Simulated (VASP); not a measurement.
Input of a VASP 6.6.1 run:

INCAR

```
PREC     = Accurate       # precision mode
ENCUT    = 600            # plane-wave cutoff, eV
EDIFF    = 1E-7           # SCF threshold, eV
ISMEAR   = -1             # smearing method
SIGMA    = 0.05           # smearing width, eV
LREAL    = F              # projectors in reciprocal space
LASPH    = T              # aspherical terms in the spheres
NELM     = 100            # most SCF steps
ALGO     = Normal         # electronic algorithm
ISIF     = 3              # what is computed and relaxed
LWAVE    = F              # write WAVECAR
LCHARG   = F              # write CHGCAR
GGA      = PE             # functional
IBRION   = 2              # ionic algorithm
NSW      = 32             # ionic steps
EDIFFG   = -0.005         # ionic threshold
PSTRESS  = 210.0
```

File KPOINTS:

```
regular mesh
0
Gamma
  15 15 15
```

File POSCAR:

```
Ca
1.0
   -1.8277053022      1.8277053022      1.8277053022
    1.8277053022     -1.8277053022      1.8277053022
    1.8277053022      1.8277053022     -1.8277053022
Ca
1
Direct
    0.0000000000      0.0000000000      0.0000000000
```

Potentials or basis: VASP PAW PBE potentials, release 64 (Ca_sv).

Command:

```bash
$ cat potpaw_PBE.64/Ca_sv/POTCAR > POTCAR
$ mpirun -np 1 vasp_std > vasp.out
```

(1) Estimate the space group after relaxing (to 0.05 Å).

(2) Estimate the band gap on the k mesh.

(3) Predict the relaxed cell.

(4) What does it give for the relaxed volume?

Answers

(1) Im-3m (No. 229).

(2) zero (band 5 reaches 5.21 eV, above the bottom of band 6 at 3.80 eV).

(3) a = 3.167 Å, b = 3.167 Å, c = 3.167 Å, α = 109.47°, β = 109.47°, γ = 109.47°.

(4) 24.45 Å³/atom.

Caveat: the cell is relaxed towards a set pressure, so the enthalpy falls and the energy may rise.
